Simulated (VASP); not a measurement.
# SnO2 in VASP: notebook

SnO2 is run at these levels: LDA; tasks: single point.

Everything below comes from runs of VASP 6.6.1. Logs are shortened: lines on timing, memory, paths and dates and some standing lists are left out, and cuts for length are marked.

## (1) The cell of the first run

The typed cell holds 6 atoms: a = 4.720 Å, b = 4.721 Å, c = 3.189 Å, α = 90.00°, β = 90.00°, γ = 90.00°.

## (2) Single point, LDA (atoms displaced along a vibrational mode)

Contents of INCAR:

```
PREC     = Accurate       # precision mode
ENCUT    = 520            # plane-wave cutoff, eV
EDIFF    = 1E-6           # SCF threshold, eV
ISMEAR   = 0              # smearing method
SIGMA    = 0.05           # smearing width, eV
LREAL    = False          # projectors in reciprocal space
LASPH    = True           # aspherical terms in the spheres
NELM     = 60             # most SCF steps
ALGO     = Normal         # electronic algorithm
ISIF     = 2              # what is computed and relaxed
LWAVE    = False          # write WAVECAR
LCHARG   = False          # write CHGCAR
NBANDS   = 35             # bands
```

Contents of KPOINTS:

```
regular mesh
0
Gamma
  6 6 8
```

Contents of POSCAR:

```
SnO2
1.0
    4.7201335122      0.0000000000      0.0000000000
    0.0000000000      4.7206343096      0.0000000000
    0.0000000000      0.0000000000      3.1888226875
Sn O
2 4
Direct
    0.4956629379      0.4949908701      0.5000000000
    0.0043459583     -0.0050168105      0.0000000000
    0.2765079676      0.3382154623      0.0000000000
    0.8085674473      0.1989799682      0.5000000000
    0.2234590284      0.8381870536      0.5000000000
    0.6913995487      0.6990083768      0.0000000000
```

Potentials or basis: VASP PAW LDA potentials, release 64 (Sn_d, O).

Launch:

```console
$ cat potpaw_LDA.64/Sn_d/POTCAR potpaw_LDA.64/O/POTCAR > POTCAR
$ mpirun -np 1 vasp_std > vasp.out
```

OUTCAR:

```text
PREC = Accurate
   ENCUT = 520
   EDIFF = 1E-6
   ISMEAR = 0
   LREAL = False
   LASPH = True
   NELM = 60
   ISIF = 2

 ion  position               nearest neighbor table
   1  0.496  0.495  0.500-   4 2.03   3 2.04   3 2.04   5 2.07   6 2.08   6 2.08   2 3.67   2 3.67
                             2 3.67   2 3.67   2 3.73   2 3.73   2 3.73   2 3.73
   2  0.004  0.995  0.000-   6 2.03   5 2.04   5 2.04   3 2.07   4 2.08   4 2.08   1 3.67   1 3.67
                             1 3.67   1 3.67   1 3.73   1 3.73   1 3.73   1 3.73
   3  0.277  0.338  0.000-   1 2.04   1 2.04   2 2.07
   4  0.809  0.199  0.500-   1 2.03   2 2.08   2 2.08
   5  0.223  0.838  0.500-   2 2.04   2 2.04   1 2.07
   6  0.691  0.699  0.000-   2 2.03   1 2.08   1 2.08

  LATTYP: Found a simple orthorhombic cell.
 ALAT       =     3.1888226875
 B/A-ratio  =     1.4802119700
 C/A-ratio  =     1.4803690177

  Lattice vectors:

 A1 = (   0.0000000000,   0.0000000000,   3.1888226875)
 A2 = (   4.7201335122,   0.0000000000,   0.0000000000)
 A3 = (   0.0000000000,   4.7206343096,   0.0000000000)

Analysis of symmetry for initial positions (statically):
=====================================================================
 Subroutine PRICEL returns:
 Original cell was already a primitive cell.

 Routine SETGRP: Setting up the symmetry group for a
 simple orthorhombic supercell.

 Subroutine GETGRP returns: Found  2 space group operations
 (whereof  2 operations were pure point group operations)
 out of a pool of  8 trial point group operations.

The static configuration has the point symmetry C_1h.

Analysis of symmetry for dynamics (positions and initial velocities):
=====================================================================
 Subroutine PRICEL returns:
 Original cell was already a primitive cell.

 Routine SETGRP: Setting up the symmetry group for a
 simple orthorhombic supercell.

 Subroutine GETGRP returns: Found  2 space group operations
 (whereof  2 operations were pure point group operations)
 out of a pool of  8 trial point group operations.

The dynamic configuration has the point symmetry C_1h.

 Subroutine INISYM returns: Found  2 space group operations
 (whereof  2 operations are pure point group operations),
 and found     1 'primitive' translations

----------------------------------------------------------------------------------------

                                     Primitive cell

  volume of cell :      71.0534

[... 100 lines left out ...]
   IBRION =     -1    ionic relax: 0-MD 1-quasi-New 2-CG
   NFREE  =      0    steps in history (QN), initial steepest desc. (CG)
   ISIF   =      2    stress and relaxation
   ISYM   =      2    0-nonsym 1-usesym 2-fastsym
   POTIM  = 0.5000    time-step for ionic-motion
   TEBEG  =    0.0;   TEEND  =   0.0 temperature during run
   PSTRESS=    0.0 pullay stress
   NELECT =      52.0000    total number of electrons
   NUPDOWN=      -1.0000    fix difference up-down
   EMIN   =  10.00;   EMAX   =-10.00  energy-range for DOS
   EFERMI =   0.00;   METHOD = LEGACY
   ISMEAR =     0;   SIGMA  =   0.05  broadening in eV -4-tet -1-fermi 0-gaus
   EFERMI_NEDOS =   21; number of points for ismear=-14 and -15
   IALGO  =     38    algorithm
   IMIX   =      4    mixing-type and parameters
     AMIX     =   0.40;   BMIX     =  1.00
     AMIX_MAG =   1.60;   BMIX_MAG =  1.00
  volume/ion in A,a.u.               =      11.84        79.92
  Fermi-wavevector in a.u.,A,eV,Ry     =   1.475302  2.787917 29.613299  2.176516
  Thomas-Fermi vector in A             =   2.589968
   LORBIT       =      0    0 simple, 1 ext, 2 COOP (PROOUT), +10 PAW based schemes
   GGA     = CA    functional components
   LHFCALC =     F    Hartree Fock is set to
   AEXX    =    0.0000 exact exchange contribution
   IVDW    =     0    specifies the selected vdW correction
   LEPSILON=     F    determine dielectric tensor
   LRPA    =     F    only Hartree local field effects (RPA)
 non-spin polarized calculation
 Gauss-broadening in eV      SIGMA  =   0.05
  energy-cutoff  :      520.00
  volume of cell :       71.05
 maximum number of plane-waves:      1933
 NGX is ok and might be reduce to    36
   NGX = 17   NGY = 17   NGZ = 11

 number of electron      52.0000001 magnetization

 Free energy of the ion-electron system (eV)
  ---------------------------------------------------
  ext. energy  EPLUGINS =         0.00000000
  ---------------------------------------------------
  free energy    TOTEN  =       -42.17839592 eV

  energy without entropy =      -42.17839592  energy(sigma->0) =      -42.17839592

 E-fermi :   6.1261     XC(G=0): -11.8482

 val. band max:        5.9100248086   @ k =   0.0000   0.0000   0.0000
 cond. band min:       7.1579295472   @ k =   0.0000   0.0000   0.0000
 fundamental gap:      1.2479047386
 Fermi energy:         6.1261088895

 k-point     1 :       0.0000    0.0000    0.0000
  band No.  band energies     occupation
      1     -15.0349      2.00000
      2     -14.2849      2.00000
      3     -14.0150      2.00000
      4     -13.9932      2.00000
      5     -13.9860      2.00000
      6     -13.9078      2.00000
[... 901 lines left out ...]
     34      18.0894      0.00000
     35      18.6055      0.00000

 [... further k-points ...]

------------------------ aborting loop because EDIFF is reached ----------------------------------------

  FORCE on cell =-STRESS in cart. coord.  units (eV):
  Direction    XX          YY          ZZ          XY          YZ          ZX
  --------------------------------------------------------------------------------------
  -------------------------------------------------------------------------------------
  Total        0.0488464      0.0670927      0.5907830     -0.0000446      0.0000000      0.0000000
  in kB        1.1014337      1.5128683     13.3215125     -0.0010046      0.0000000      0.0000000
  external PRESSURE =       5.3119381 kB  Pullay stress =       0.0000000 kB

 VOLUME and BASIS-vectors are now :
 -----------------------------------------------------------------------------
  energy-cutoff  :      520.00
  volume of cell :       71.05
      direct lattice vectors                 reciprocal lattice vectors
     4.720133512  0.000000000  0.000000000     0.211858414  0.000000000  0.000000000
     0.000000000  4.720634310  0.000000000     0.000000000  0.211835939  0.000000000
     0.000000000  0.000000000  3.188822688     0.000000000  0.000000000  0.313595360

 POSITION                                       TOTAL-FORCE (eV/Angst)
 -----------------------------------------------------------------------------------
      2.33960      2.33667      1.59441         0.326598      0.507462      0.000000
      0.02051      4.69695      0.00000        -0.327679      0.508420      0.000000
      1.30515      1.59659      0.00000         0.203892     -0.288118      0.000000
      3.81655      0.93931      1.59441        -0.169742     -0.219957      0.000000
      1.05476      3.95677      1.59441        -0.203385     -0.287481      0.000000
      3.26350      3.29976      0.00000         0.170316     -0.220327      0.000000
 -----------------------------------------------------------------------------------
    total drift:                                0.000050      0.000315      0.000003

  FREE ENERGIE OF THE ION-ELECTRON SYSTEM (eV)
  ---------------------------------------------------
  free  energy   TOTEN  =       -42.1783959185 eV

  energy  without entropy=      -42.1783959185  energy(sigma->0) =      -42.17839592
```

stdout:

```text
POSCAR found type information on POSCAR SnO
 POSCAR found :  2 types and       6 ions
 scaLAPACK will be used
 LDA part: xc-table for (Slater(with rela. corr.)+CA(PZ))
 , standard interpolation
 POSCAR, INCAR and KPOINTS ok, starting setup
 FFT: planning ... GRIDC
 FFT: planning ... GRID_SOFT
 FFT: planning ... GRID
 WAVECAR not read
 entering main loop
```

Run time: 2 min. Hardware: 1 thread of Intel Xeon Platinum 8488C (Sapphire Rapids), shared host; peak memory 0.29 GiB.

Results:

```yaml
Free_energy: -42.1784 eV
Pressure: 0.5 GPa
Largest_force: 0.605 eV/Å
Band_gap_on_the_k_mesh: 1.25 eV
```

Forces on the atoms (eV/Å):
```
Sn   0.327  0.507  0.000
Sn  -0.328  0.508  0.000
O    0.204 -0.288  0.000
O   -0.170 -0.220  0.000
O   -0.203 -0.287  0.000
O    0.170 -0.220  0.000
```

Caveat: the cell differs from its parent crystal (atoms displaced along a vibrational mode); spin-orbit coupling is left out, which moves the levels of the heavy elements.

## (3) Single point, LDA (atoms displaced along a vibrational mode)

Contents of INCAR:

```
SYSTEM = SnO2
ALGO = Normal ; EDIFF = 1E-6
ENCUT = 520 ; ISIF = 2
ISMEAR = 0 ; LASPH = .True.
LCHARG = .True. ; LELF = .True.
LREAL = .False. ; LVHAR = .True.
LWAVE = .False. ; NBANDS = 35
NELM = 100 ; PREC = Accurate
SIGMA = 0.05
```

Contents of KPOINTS:

```
k-points
0
Gamma
  6 6 8
  0 0 0
```

Contents of POSCAR:

```
SnO2
1.0
    4.7201335122      0.0000000000      0.0000000000
    0.0000000000      4.7206343096      0.0000000000
    0.0000000000      0.0000000000      3.1888226875
Sn O
2 4
Direct
    0.4956629379      0.4949908701      0.5000000000
    0.0043459583     -0.0050168105      0.0000000000
    0.3302442889      0.2844862858      0.0000000000
    0.8623037686      0.2527091446      0.5000000000
    0.1697227071      0.7844578772      0.5000000000
    0.6376632274      0.7527375533      0.0000000000
```

Potentials or basis: VASP PAW LDA potentials, release 64 (Sn_d, O).

Launch:

```console
$ cat potpaw_LDA.64/Sn_d/POTCAR potpaw_LDA.64/O/POTCAR > POTCAR
$ mpirun -np 1 vasp_std > vasp.out
```

OUTCAR:

```text
SYSTEM = SnO2
   EDIFF = 1E-6
   ENCUT = 520
   ISIF = 2
   ISMEAR = 0
   LASPH = .True.
   LREAL = .False.
   NELM = 100
   PREC = Accurate

 ion  position               nearest neighbor table
   1  0.496  0.495  0.500-   3 2.03   3 2.03   5 2.06   4 2.07   6 2.11   6 2.11   2 3.67   2 3.67
                             2 3.67   2 3.67   2 3.73   2 3.73   2 3.73   2 3.73
   2  0.004  0.995  0.000-   5 2.03   5 2.03   3 2.06   6 2.07   4 2.11   4 2.11   1 3.67   1 3.67
                             1 3.67   1 3.67   1 3.73   1 3.73   1 3.73   1 3.73
   3  0.330  0.284  0.000-   1 2.03   1 2.03   2 2.06
   4  0.862  0.253  0.500-   1 2.07   2 2.11   2 2.11
   5  0.170  0.784  0.500-   2 2.03   2 2.03   1 2.06
   6  0.638  0.753  0.000-   2 2.07   1 2.11   1 2.11

  LATTYP: Found a simple orthorhombic cell.
 ALAT       =     3.1888226875
[... 1120 lines left out ...]
  in kB      -11.9033504    -40.7157736    -10.6462396      0.0061271      0.0000000      0.0000000
  external PRESSURE =     -21.0884545 kB  Pullay stress =       0.0000000 kB

 VOLUME and BASIS-vectors are now :
 -----------------------------------------------------------------------------
  energy-cutoff  :      520.00
  volume of cell :       71.05
      direct lattice vectors                 reciprocal lattice vectors
     4.720133512  0.000000000  0.000000000     0.211858414  0.000000000  0.000000000
     0.000000000  4.720634310  0.000000000     0.000000000  0.211835939  0.000000000
     0.000000000  0.000000000  3.188822688     0.000000000  0.000000000  0.313595360

 POSITION                                       TOTAL-FORCE (eV/Angst)
 -----------------------------------------------------------------------------------
      2.33960      2.33667      1.59441         0.703693      0.617981      0.000000
      0.02051      4.69695      0.00000        -0.704645      0.618160      0.000000
      1.55880      1.34296      0.00000         0.234108      0.024644      0.000000
      4.07019      1.19295      1.59441        -0.592289     -0.642659      0.000000
      0.80111      3.70314      1.59441        -0.233754      0.024872      0.000000
      3.00986      3.55340      0.00000         0.592887     -0.642999      0.000000
 -----------------------------------------------------------------------------------
    total drift:                               -0.000025      0.000305      0.000002

  FREE ENERGIE OF THE ION-ELECTRON SYSTEM (eV)
  ---------------------------------------------------
  free  energy   TOTEN  =       -42.0084995571 eV

  energy  without entropy=      -42.0084995571  energy(sigma->0) =      -42.00849956
```

stdout:

```text
POSCAR found type information on POSCAR SnO
 POSCAR found :  2 types and       6 ions
 scaLAPACK will be used
 LDA part: xc-table for (Slater(with rela. corr.)+CA(PZ))
 , standard interpolation
 POSCAR, INCAR and KPOINTS ok, starting setup
 FFT: planning ... GRIDC
 FFT: planning ... GRID_SOFT
 FFT: planning ... GRID
 WAVECAR not read
 entering main loop
```

Wall time 2 min (1 thread of Intel Xeon Platinum 8488C (Sapphire Rapids), shared host); peak memory 0.29 GiB.

Results:

| Item | Value |
| --- | --- |
| Free energy | -42.0085 eV |
| Pressure | -2.1 GPa |
| Largest force | 0.937 eV/Å |
| Band gap on the k mesh | 1.46 eV (least direct gap 1.57 eV) |

Forces in eV/Å, atoms in the order of the input:
```
Sn   0.704  0.618  0.000
Sn  -0.705  0.618  0.000
O    0.234  0.025  0.000
O   -0.592 -0.643  0.000
O   -0.234  0.025  0.000
O    0.593 -0.643  0.000
```

Stress tensor (GPa, compression positive):
```
-1.19  0.00  0.00
 0.00 -4.07  0.00
 0.00  0.00 -1.06
```

Levels at points of the mesh, in eV from the valence-band top:
```csv
k point,band 23,band 24,band 25,band 26,band 27,band 28,band 29,band 30
"(0.00, 0.00, 0.00)",-0.75,-0.50,-0.24,-0.11,1.46,5.54,6.56,6.77
"(0.50, 0.00, 0.00)",-1.10,-0.68,-0.53,-0.42,4.57,4.65,7.59,7.78
"(0.00, 0.50, 0.00)",-0.85,-0.85,-0.04,-0.04,4.11,4.11,6.43,6.43
"(0.50, 0.50, 0.00)",-1.02,-1.02,-0.49,-0.49,4.89,4.89,7.33,7.33
"(0.00, 0.00, 0.50)",-1.49,-1.49,-0.67,-0.67,5.95,5.95,9.38,9.38
"(0.50, 0.00, 0.50)",-0.96,-0.96,-0.27,-0.27,6.02,6.02,7.61,7.61
"(0.00, 0.50, 0.50)",-0.86,-0.86,-0.49,-0.49,6.27,6.27,8.26,8.26
"(0.50, 0.50, 0.50)",-0.79,-0.79,-0.36,-0.36,4.75,4.75,8.85,8.85
```

Caveat: the cell differs from its parent crystal (atoms displaced along a vibrational mode); spin-orbit coupling is left out, which moves the levels of the heavy elements.

(Continued in part 2 of 2.)
